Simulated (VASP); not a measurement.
The system is Re.

```
Re
1.0
     0.00000    2.70831    2.70831
     2.70831    0.00000    2.70831
     2.70831    2.70831    0.00000
Re
2
Direct
  0.00000 0.00000 0.00000
  0.25000 0.25000 0.25000
```

Base run:

| Property | Result |
| --- | --- |
| Program | VASP 6.6.1 |
| Functional | PBE |
| Potentials or basis | VASP PAW PBE potentials, release 64 (Re) |
| Cutoff | 520 eV |
| k mesh | 7 × 7 × 7 |
| Occupations | gaussian, width 0.05 eV |
| Spin | no spin polarisation |

Its results: band gap on the k mesh zero (band 7 reaches 5.32 eV, above the bottom of band 8 at 4.24 eV); pressure 27.0 GPa.

Q: The run is repeated on the same cell with these changes: potentials or basis from VASP PAW PBE potentials, release 64 (Re) to VASP PAW PBE potentials, release 64 (Re_sv_GW); cutoff from 520 eV to 500 eV; further incar settings from ALGO = Normal; EDIFF = 1e-07; NBANDS = 14 to ALGO = Normal; EDIFF = 1e-06; NBANDS = 22; valence electrons from 14 to 30. What comes out?

A: Band gap on the k mesh zero (band 15 reaches 9.13 eV, above the bottom of band 16 at 8.04 eV); pressure 28.3 GPa.

Caveats: spin-orbit coupling is left out, which moves the levels of the heavy elements.
